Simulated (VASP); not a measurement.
Set up this calculation in VASP 6.6.1, as the native input.

| Property | Result |
| --- | --- |
| Task | single point |
| Functional | PBE |
| Potentials or basis | VASP PAW PBE potentials, release 64 (Al, As) |
| Cutoff | 500 eV |
| k mesh | 6 × 6 × 6 |
| Occupations | gaussian, width 0.1 eV |
| Spin | no spin polarisation |
| Dipole correction | no |
| Further INCAR settings | ALGO = Normal; EDIFF = 1e-06; NBANDS = 11 |

The structure of AlAs (v.bA) lies in POSCAR:

```
AlAs
1.0
    0.0000000000      2.8400000000      2.8400000000
    2.8400000000      0.0000000000      2.8400000000
    2.8400000000      2.8400000000      0.0000000000
Al As
1 1
Direct
    0.0000000000      0.0000000000      0.0000000000
    0.2500000000      0.2500000000      0.2500000000
```

One way to write it, as run:

INCAR

```
PREC = Accurate
ENCUT = 500
EDIFF = 1E-6
ISMEAR = 0
SIGMA = 0.1
LREAL = F
LASPH = T
NELM = 120
ALGO = Normal
ISIF = 2
LWAVE = F
LCHARG = F
GGA = PE
NBANDS = 11
GGA_COMPAT = F
```

KPOINTS

```
regular mesh
0
Gamma
  6 6 6
```

Potentials or basis: VASP PAW PBE potentials, release 64 (Al, As).

Launch:

```sh
$ cat potpaw_PBE.64/Al/POTCAR potpaw_PBE.64/As/POTCAR > POTCAR
$ mpirun -np 1 vasp_std > vasp.out
```

Results of the run:

```json
{
 "Pressure": "2.0 GPa",
 "Band gap on the k mesh": "1.45 eV, indirect (least direct gap 1.98 eV)"
}
```

Run time: 6 s on 1 thread of AMD EPYC 9R45 96-Core Processor (Zen 5) (shared host), peak memory 0.13 GiB.
